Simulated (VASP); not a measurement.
# MgPb2N2 (P-3m1) in VASP: a series of runs

Runs on MgPb2N2. Level: PBE+D3(BJ). Tasks: single point.

All numbers are computed with VASP 6.6.1; they aren't measurements. Logs are shortened: lines on timing, memory, paths and dates and some standing lists are left out, and cuts for length are marked.

## (1) The cell of the first run

It takes space group P-3m1 (No. 164, trigonal). Conventional cell: a = 3.414 Å, b = 3.414 Å, c = 9.296 Å, α = 90.00°, β = 90.00°, γ = 120.00°. Mg (site symmetry -3m) has 6 N at 2.35 Å within 3.1 Å. Pb (site symmetry 3m) has 3 N at 2.41 Å and 3 Mg at 3.31 Å and 6 Pb at 3.41 Å within 3.5 Å. N (site symmetry 3m) has 3 Mg at 2.35 Å and 3 Pb at 2.41 Å within 3.1 Å.

## (2) Single point, PBE+D3(BJ)

Input file INCAR:

```
SYSTEM = MgPb2N2
PREC = Accurate ; ENCUT = 520
EDIFF = 1E-6 ; ISMEAR = 0
SIGMA = 0.01 ; LREAL = .FALSE.
LASPH = .TRUE. ; NELM = 100
ALGO = Normal ; ISIF = 2
LWAVE = .FALSE. ; LCHARG = .TRUE.
GGA = PE ; IVDW = 12
LELF = .TRUE. ; LVHAR = .TRUE.
NBANDS = 28
```

Input file KPOINTS:

```
Automatic mesh
0
G
  6 6 2
  0 0 0
```

Input file POSCAR:

```
MgPb2N2
1.0
    3.4142025089      0.0000000000      0.0000000000
   -1.7071012545      2.9567931497      0.0000000000
    0.0000000000      0.0000000000      9.2961204579
Mg Pb N
1 2 2
Direct
    0.0000000000      0.0000000000      0.0000000000
    0.6666666667      0.3333333333      0.2865500000
    0.3333333333      0.6666666667      0.7134500000
    0.6666666667      0.3333333333      0.8618200000
    0.3333333333      0.6666666667      0.1381800000
```

Potentials or basis: VASP PAW PBE potentials, release 64 (Mg, Pb_d, N).

Command:

```bash
> cat potpaw_PBE.64/Mg/POTCAR potpaw_PBE.64/Pb_d/POTCAR potpaw_PBE.64/N/POTCAR > POTCAR
> mpirun -np 1 vasp_std > vasp.out
```

OUTCAR:

```text
SYSTEM = MgPb2N2
   PREC = Accurate
   ENCUT = 520
   EDIFF = 1E-6
   ISMEAR = 0
   LREAL = .FALSE.
   LASPH = .TRUE.
   NELM = 100
   ISIF = 2
   GGA = PE
   IVDW = 12
 IVDW          = 12

 ion  position               nearest neighbor table
   1  0.000  0.000  0.000-   4 2.35   5 2.35   4 2.35   5 2.35   4 2.35   5 2.35   2 3.31   3 3.31
                             3 3.31   2 3.31   2 3.31   3 3.31
   2  0.667  0.333  0.287-   5 2.41   5 2.41   5 2.41   1 3.31   1 3.31   1 3.31
   3  0.333  0.667  0.713-   4 2.41   4 2.41   4 2.41   1 3.31   1 3.31   1 3.31
   4  0.667  0.333  0.862-   1 2.35   1 2.35   1 2.35   3 2.41   3 2.41   3 2.41
   5  0.333  0.667  0.138-   1 2.35   1 2.35   1 2.35   2 2.41   2 2.41   2 2.41

  LATTYP: Found a hexagonal cell.
 ALAT       =     3.4142025089
 C/A-ratio  =     2.7227794584

  Lattice vectors:

 A1 = (   3.4142025089,   0.0000000000,   0.0000000000)
 A2 = (  -1.7071012545,   2.9567931497,   0.0000000000)
 A3 = (   0.0000000000,   0.0000000000,   9.2961204579)

Analysis of symmetry for initial positions (statically):
=====================================================================
 Subroutine PRICEL returns:
 Original cell was already a primitive cell.

 Routine SETGRP: Setting up the symmetry group for a
 hexagonal supercell.

 Subroutine GETGRP returns: Found 12 space group operations
 (whereof 12 operations were pure point group operations)
 out of a pool of 24 trial point group operations.

The static configuration has the point symmetry D_3d.

Analysis of symmetry for dynamics (positions and initial velocities):
=====================================================================
 Subroutine PRICEL returns:
 Original cell was already a primitive cell.

 Routine SETGRP: Setting up the symmetry group for a
 hexagonal supercell.

 Subroutine GETGRP returns: Found 12 space group operations
 (whereof 12 operations were pure point group operations)
 out of a pool of 24 trial point group operations.

The dynamic configuration has the point symmetry D_3d.

 Subroutine INISYM returns: Found 12 space group operations
 (whereof 12 operations are pure point group operations),
 and found     1 'primitive' translations

----------------------------------------------------------------------------------------

                                     Primitive cell

  volume of cell :      93.8452

  direct lattice vectors                    reciprocal lattice vectors
     3.414202509  0.000000000  0.000000000     0.292894167  0.169102123  0.000000000
    -1.707101254  2.956793150  0.000000000     0.000000000  0.338204247  0.000000000
     0.000000000  0.000000000  9.296120458     0.000000000  0.000000000  0.107571756

  length of vectors
     3.414202509  3.414208609  9.296120458     0.338204851  0.338204247  0.107571756

  position of ions in fractional coordinates (direct lattice)
     0.000000000  0.000000000  0.000000000
     0.666666667  0.333333333  0.286550000
     0.333333333  0.666666667  0.713450000
     0.666666667  0.333333333  0.861820000
     0.333333333  0.666666667  0.138180000

  ion indices of the primitive-cell ions
   primitive index   ion index
                 1           1
                 2           2
                 3           3
                 4           4
                 5           5

----------------------------------------------------------------------------------------

 KPOINTS: Automatic mesh

Automatic generation of k-mesh.
 Grid dimensions read from file:
 generate k-points for:    6    6    2

 Generating k-lattice:

  Cartesian coordinates                     Fractional coordinates (reciprocal lattice)
     0.048815695  0.028183687  0.000000000     0.166666667  0.000000000  0.000000000
     0.000000000  0.056367374  0.000000000     0.000000000  0.166666667  0.000000000
     0.000000000  0.000000000  0.053785878     0.000000000  0.000000000  0.500000000

  Length of vectors
     0.056367475  0.056367374  0.053785878

  Shift w.r.t. Gamma in fractional coordinates (k-lattice)
     0.000000000  0.000000000  0.000000000

 Subroutine IBZKPT returns following result:
 ===========================================

 Found     14 irreducible k-points:

 Following reciprocal coordinates:
            Coordinates               Weight
  0.000000  0.000000  0.000000      1.000000
  0.166667  0.000000  0.000000      6.000000
  0.333333  0.000000  0.000000      6.000000
  0.500000  0.000000  0.000000      3.000000
  0.166667  0.166667  0.000000      6.000000
  0.333333  0.166667  0.000000     12.000000
  0.333333  0.333333  0.000000      2.000000
  0.000000  0.000000  0.500000      1.000000
  0.166667  0.000000  0.500000      6.000000
  0.333333  0.000000  0.500000      6.000000
  0.500000  0.000000  0.500000      3.000000
  0.166667  0.166667  0.500000      6.000000
  0.333333  0.166667  0.500000     12.000000
  0.333333  0.333333  0.500000      2.000000
   k-points           NKPTS =     14   k-points in BZ     NKDIM =     14   number of bands    NBANDS=     28
   number of dos      NEDOS =    301   number of ions     NIONS =      5
   total plane-waves  NPLWV =  54880
   dimension x,y,z NGX =    28 NGY =   28 NGZ =   70
   dimension x,y,z NGXF=    56 NGYF=   56 NGZF=  140
   ions per type =               1   2   2
   NGX,Y,Z   is equivalent  to a cutoff of  13.63, 13.63, 12.52 a.u.
   NGXF,Y,Z  is equivalent  to a cutoff of  27.27, 27.27, 25.04 a.u.
 SYSTEM =  MgPb2N2
   PREC   = accura    normal or accurate (medium, high low for compatibility)
   ISTART =      0    job   : 0-new  1-cont  2-samecut
   ICHARG =      2    charge: 1-file 2-atom 10-const
   ISPIN  =      1    spin polarized calculation?
   LNONCOLLINEAR =      F non collinear calculations
   LSORBIT =      F    spin-orbit coupling
   LASPH  =      T    aspherical Exc in radial PAW
   ENCUT  =  520.0 eV  38.22 Ry    6.18 a.u.   6.35  6.35 17.28*2*pi/ulx,y,z
   NELM   =    100;   NELMIN=  2; NELMDL= -5     # of ELM steps
   EDIFF  = 0.1E-05   stopping-criterion for ELM
   LREAL  =      F    real-space projection
[... 7 lines left out ...]
   TEBEG  =    0.0;   TEEND  =   0.0 temperature during run
   PSTRESS=    0.0 pullay stress
   NELECT =      40.0000    total number of electrons
   NUPDOWN=      -1.0000    fix difference up-down
[... 42 lines left out ...]

 k-point     1 :       0.0000    0.0000    0.0000
  band No.  band energies     occupation
      1     -11.0498      2.00000
      2     -11.0498      2.00000
      3     -11.0492      2.00000
      4     -11.0491      2.00000
      5     -11.0224      2.00000
      6     -11.0164      2.00000
[... 20 lines left out ...]
     27      13.2397      0.00000
     28      14.9836      0.00000

 k-point     2 :       0.1667    0.0000    0.0000
  band No.  band energies     occupation
      1     -11.1208      2.00000
      2     -11.1168      2.00000
      3     -10.9710      2.00000
      4     -10.9704      2.00000
      5     -10.9542      2.00000
      6     -10.9457      2.00000
[... 20 lines left out ...]
     27      13.0641      0.00000
     28      14.8404      0.00000

 k-point     3 :       0.3333    0.0000    0.0000
  band No.  band energies     occupation
      1     -11.2739      2.00000
      2     -11.2666      2.00000
      3     -11.0149      2.00000
      4     -11.0074      2.00000
      5     -10.8334      2.00000
      6     -10.8286      2.00000
[... 20 lines left out ...]
     27      12.9004      0.00000
     28      13.3529      0.00000

 k-point     4 :       0.5000    0.0000    0.0000
  band No.  band energies     occupation
      1     -11.3467      2.00000
      2     -11.3449      2.00000
      3     -11.0610      2.00000
      4     -11.0525      2.00000
      5     -10.8416      2.00000
      6     -10.8334      2.00000
[... 20 lines left out ...]
     27      12.0749      0.00000
     28      13.7613      0.00000

 k-point     5 :       0.1667    0.1667    0.0000
  band No.  band energies     occupation
      1     -11.1936      2.00000
      2     -11.1844      2.00000
      3     -10.9734      2.00000
      4     -10.9683      2.00000
      5     -10.9373      2.00000
      6     -10.9360      2.00000
[... 20 lines left out ...]
     27      13.6124      0.00000
     28      13.8055      0.00000

 k-point     6 :       0.3333    0.1667    0.0000
  band No.  band energies     occupation
      1     -11.2778      2.00000
      2     -11.2729      2.00000
      3     -11.0106      2.00000
      4     -11.0044      2.00000
      5     -10.8793      2.00000
      6     -10.8700      2.00000
[... 20 lines left out ...]
     27      12.6945      0.00000
     28      13.6734      0.00000

 k-point     7 :       0.3333    0.3333    0.0000
  band No.  band energies     occupation
      1     -11.2404      2.00000
      2     -11.2404      2.00000
      3     -10.9364      2.00000
      4     -10.9229      2.00000
      5     -10.8973      2.00000
      6     -10.8948      2.00000
[... 20 lines left out ...]
     27      12.9754      0.00000
     28      13.2918      0.00000

 k-point     8 :       0.0000    0.0000    0.5000
  band No.  band energies     occupation
      1     -11.0499      2.00000
      2     -11.0499      2.00000
      3     -11.0491      2.00000
      4     -11.0491      2.00000
      5     -11.0225      2.00000
      6     -11.0161      2.00000
[... 20 lines left out ...]
     27      13.3944      0.00000
     28      14.0605      0.00000

 k-point     9 :       0.1667    0.0000    0.5000
  band No.  band energies     occupation
      1     -11.1199      2.00000
      2     -11.1177      2.00000
      3     -10.9711      2.00000
      4     -10.9703      2.00000
      5     -10.9550      2.00000
      6     -10.9449      2.00000
[... 20 lines left out ...]
     27      13.1153      0.00000
     28      13.9010      0.00000

 k-point    10 :       0.3333    0.0000    0.5000
  band No.  band energies     occupation
      1     -11.2736      2.00000
      2     -11.2671      2.00000
      3     -11.0168      2.00000
      4     -11.0062      2.00000
      5     -10.8327      2.00000
      6     -10.8292      2.00000
[... 20 lines left out ...]
     27      12.3137      0.00000
     28      13.4562      0.00000

 k-point    11 :       0.5000    0.0000    0.5000
  band No.  band energies     occupation
      1     -11.3487      2.00000
      2     -11.3431      2.00000
      3     -11.0612      2.00000
      4     -11.0528      2.00000
      5     -10.8410      2.00000
      6     -10.8341      2.00000
[... 20 lines left out ...]
     27      11.8540      0.00000
     28      13.7011      0.00000

 k-point    12 :       0.1667    0.1667    0.5000
  band No.  band energies     occupation
      1     -11.1921      2.00000
      2     -11.1860      2.00000
      3     -10.9725      2.00000
      4     -10.9702      2.00000
      5     -10.9413      2.00000
      6     -10.9314      2.00000
[... 20 lines left out ...]
     27      13.0964      0.00000
     28      13.4150      0.00000

 k-point    13 :       0.3333    0.1667    0.5000
  band No.  band energies     occupation
      1     -11.2780      2.00000
      2     -11.2730      2.00000
      3     -11.0109      2.00000
      4     -11.0044      2.00000
      5     -10.8786      2.00000
      6     -10.8707      2.00000
[... 20 lines left out ...]
     27      12.4645      0.00000
     28      13.6088      0.00000

 k-point    14 :       0.3333    0.3333    0.5000
  band No.  band energies     occupation
      1     -11.2405      2.00000
      2     -11.2405      2.00000
      3     -10.9339      2.00000
      4     -10.9255      2.00000
      5     -10.8973      2.00000
      6     -10.8948      2.00000
[... 20 lines left out ...]
     27      13.1136      0.00000
     28      13.2654      0.00000

------------------------ aborting loop because EDIFF is reached ----------------------------------------

 Edisp (eV)   -1.46524

 E8    (eV) :    -0.6547

  FORCE on cell =-STRESS in cart. coord.  units (eV):
  Direction    XX          YY          ZZ          XY          YZ          ZX
  --------------------------------------------------------------------------------------
  -------------------------------------------------------------------------------------
  Total      -2.60061    -2.60062    -2.42803     0.00000     0.00000     0.00000
  in kB     -44.39907   -44.39928   -41.45268     0.00000     0.00000     0.00000
  external pressure =      -43.42 kB  Pullay stress =        0.00 kB

 VOLUME and BASIS-vectors are now :
 -----------------------------------------------------------------------------
  energy-cutoff  :      520.00
  volume of cell :       93.85
      direct lattice vectors                 reciprocal lattice vectors
     3.414202509  0.000000000  0.000000000     0.292894167  0.169102123  0.000000000
    -1.707101254  2.956793150  0.000000000     0.000000000  0.338204247  0.000000000
     0.000000000  0.000000000  9.296120458     0.000000000  0.000000000  0.107571756

 POSITION                                       TOTAL-FORCE (eV/Angst)
 -----------------------------------------------------------------------------------
      0.00000      0.00000      0.00000        -0.000000     -0.000000      0.000000
      1.70710      0.98560      2.66380        -0.000000     -0.000000     -0.266321
     -0.00000      1.97120      6.63232        -0.000000     -0.000000      0.266321
      1.70710      0.98560      8.01158         0.000000     -0.000000     -0.078037
     -0.00000      1.97120      1.28454         0.000000      0.000000      0.078037
 -----------------------------------------------------------------------------------
    total drift:                                0.000000     -0.000000      0.000000

  FREE ENERGIE OF THE ION-ELECTRON SYSTEM (eV)
  ---------------------------------------------------
  free  energy   TOTEN  =       -26.4794162511 eV

  energy  without entropy=      -26.4794162511  energy(sigma->0) =      -26.47941625
```

Wall time 1.7 min (1 thread of Intel Xeon 8259CL, shared host); peak memory 0.25 GiB.

What came out:

| Quantity | Value |
| --- | --- |
| Free energy | -26.4794 eV |
| Pressure | -4.3 GPa |
| Largest force | 0.266 eV/Å |
| Band gap on the k mesh | 0.54 eV |
| Dispersion energy per atom | -0.293 eV |

Forces in eV/Å, atoms in the order of the input:
```
Mg   0.000  0.000  0.000
Pb   0.000  0.000 -0.266
Pb   0.000  0.000  0.266
N    0.000  0.000 -0.078
N    0.000  0.000  0.078
```

Caveat: the cell stands under tension; spin-orbit coupling is left out, which moves the levels of the heavy elements. A k mesh can miss the band edges.

## (3) Single point, PBE+D3(BJ)

This run uses another cell than the first one, of 19.14 Å³/atom.

Input file INCAR:

```
ALGO = Normal
EDIFF = 1E-7
ENCUT = 520
GGA = PE
ISIF = 2
ISMEAR = 0
IVDW = 12
LASPH = True
LCHARG = False
LREAL = False
LWAVE = False
NBANDS = 28
NELM = 100
PREC = Accurate
SIGMA = 0.01
```

Input file KPOINTS:

```
k-points
0
Gamma
  6 6 2
```

POSCAR: that of step 2 with these lines changed.

```diff
@@ -2,5 +2,5 @@
 1.0
-    3.4142025089      0.0000000000      0.0000000000
-   -1.7071012545      2.9567931497      0.0000000000
-    0.0000000000      0.0000000000      9.2961204579
+    3.4363732763      0.0000000000      0.0000000000
+   -1.7181866382      2.9759936432      0.0000000000
+    0.0000000000      0.0000000000      9.3564865679
 Mg Pb N
```

Potentials or basis: VASP PAW PBE potentials, release 64 (Mg, Pb_d, N).

Command:

```bash
> cat potpaw_PBE.64/Mg/POTCAR potpaw_PBE.64/Pb_d/POTCAR potpaw_PBE.64/N/POTCAR > POTCAR
> mpirun -np 1 vasp_std > vasp.out
```

It took 91 s on 1 thread of Intel Xeon 8259CL, shared host; peak memory 0.24 GiB.

It converged, with:

```yaml
Free_energy: -26.4232 eV
Pressure: -5.6 GPa
Largest_force: 0.441 eV/Å
Band_gap_on_the_k_mesh: 0.48 eV
Dispersion_energy_per_atom: -0.287 eV
```

Forces on the atoms (eV/Å):
```
Mg   0.000  0.000  0.000
Pb   0.000  0.000 -0.441
Pb   0.000  0.000  0.441
N    0.000  0.000 -0.154
N    0.000  0.000  0.154
```

Stress tensor (GPa, compression positive):
```
-5.75  0.00  0.00
 0.00 -5.75  0.00
 0.00  0.00 -5.38
```

Levels at points of the mesh, in eV from the valence-band top:
| k point | band 16 | band 17 | band 18 | band 19 | band 20 | band 21 | band 22 | band 23 | band 24 | band 25 |
| --- | --- | --- | --- | --- | --- | --- | --- | --- | --- | --- |
| (0.00, 0.00, 0.00) | -0.90 | -0.90 | -0.60 | -0.60 | 0.00 | 0.48 | 2.64 | 6.79 | 7.45 | 7.45 |
| (0.50, 0.00, 0.00) | -3.16 | -2.43 | -1.93 | -1.48 | -1.23 | 0.89 | 1.44 | 3.84 | 4.67 | 5.62 |
| (0.00, 0.00, 0.50) | -1.17 | -0.90 | -0.90 | -0.60 | -0.60 | 1.59 | 2.35 | 6.84 | 7.31 | 7.31 |
| (0.50, 0.00, 0.50) | -3.40 | -2.37 | -1.91 | -1.50 | -1.31 | 0.62 | 2.02 | 3.25 | 5.52 | 5.85 |

Caveat: the cell stands under tension; spin-orbit coupling is left out, which moves the levels of the heavy elements. A k mesh can miss the band edges.

## (4) Single point, PBE+D3(BJ)

This run uses another cell than the first one, of 19.51 Å³/atom.

Input file INCAR:

```
SYSTEM = MgPb2N2
PREC = Accurate
ENCUT = 520
EDIFF = 1E-6
ISMEAR = 0
SIGMA = 0.01
LREAL = .FALSE.
LASPH = .TRUE.
NELM = 80
ALGO = Normal
ISIF = 2
LWAVE = .FALSE.
LCHARG = .TRUE.
GGA = PE
IVDW = 12
LELF = .TRUE.
LVHAR = .TRUE.
NBANDS = 28
```

Input file KPOINTS:

```
regular mesh
0
G
  6 6 2
  0 0 0
```

POSCAR: that of step 3 with these lines changed.

```diff
@@ -2,5 +2,5 @@
 1.0
-    3.4363732763      0.0000000000      0.0000000000
-   -1.7181866382      2.9759936432      0.0000000000
-    0.0000000000      0.0000000000      9.3564865679
+    3.4582615943      0.0000000000      0.0000000000
+   -1.7291307972      2.9949495278      0.0000000000
+    0.0000000000      0.0000000000      9.4160836306
 Mg Pb N
```

Command:

```bash
> cat potpaw_PBE.64/Mg/POTCAR potpaw_PBE.64/Pb_d/POTCAR potpaw_PBE.64/N/POTCAR > POTCAR
> mpirun -np 1 vasp_std > vasp.out
```

Wall time 98 s (1 thread of Intel Xeon 8259CL, shared host); peak memory 0.24 GiB.

The run converged. Its results:

```yaml
Free_energy: -26.3529 eV
Pressure: -6.8 GPa
Largest_force: 0.603 eV/Å
Band_gap_on_the_k_mesh: 0.42 eV
Dispersion_energy_per_atom: -0.282 eV
```

Forces in eV/Å, atoms in the order of the input:
```
Mg   0.000  0.000  0.000
Pb   0.000  0.000 -0.603
Pb   0.000  0.000  0.603
N    0.000  0.000 -0.224
N    0.000  0.000  0.224
```

Stress tensor (GPa, compression positive):
```
-6.92  0.00  0.00
 0.00 -6.92  0.00
 0.00  0.00 -6.50
```

Levels at points of the mesh, in eV from the valence-band top:
| k point | band 18 | band 19 | band 20 | band 21 | band 22 | band 23 |
| --- | --- | --- | --- | --- | --- | --- |
| (0.00, 0.00, 0.00) | -0.58 | -0.58 | 0.00 | 0.42 | 2.58 | 6.64 |
| (0.50, 0.00, 0.00) | -1.88 | -1.45 | -1.22 | 0.87 | 1.41 | 3.76 |
| (0.00, 0.00, 0.50) | -0.87 | -0.58 | -0.58 | 1.55 | 2.27 | 6.74 |
| (0.50, 0.00, 0.50) | -1.87 | -1.46 | -1.30 | 0.60 | 1.99 | 3.18 |

Caveat: the cell stands under tension; spin-orbit coupling is left out, which moves the levels of the heavy elements. A k mesh can miss the band edges.

## (5) Overview

| cell | gap on the mesh (eV) | pressure (GPa) | largest force (eV/Å) |
| --- | --- | --- | --- |
| a = 3.414, b = 3.414, c = 9.296 Å, angles 90.0, 90.0, 120.0°, 5 atoms | 0.54 | -4.3 | 0.27 |
| a = 3.436, b = 3.436, c = 9.356 Å, angles 90.0, 90.0, 120.0°, 5 atoms | 0.48 | -5.6 | 0.44 |
| a = 3.458, b = 3.458, c = 9.416 Å, angles 90.0, 90.0, 120.0°, 5 atoms | 0.42 | -6.8 | 0.60 |

Alike in all rows: task single point; level PBE+D3(BJ); potentials or basis VASP PAW PBE potentials, release 64 (Mg, Pb_d, N); no spin polarisation; k mesh 6 × 6 × 2; cutoff (eV) 520; smearing gaussian 0.01 eV.

Caveats: the cell stands under tension; spin-orbit coupling is left out, which moves the levels of the heavy elements.

Absolute energies hang on the potentials; compare differences alone.
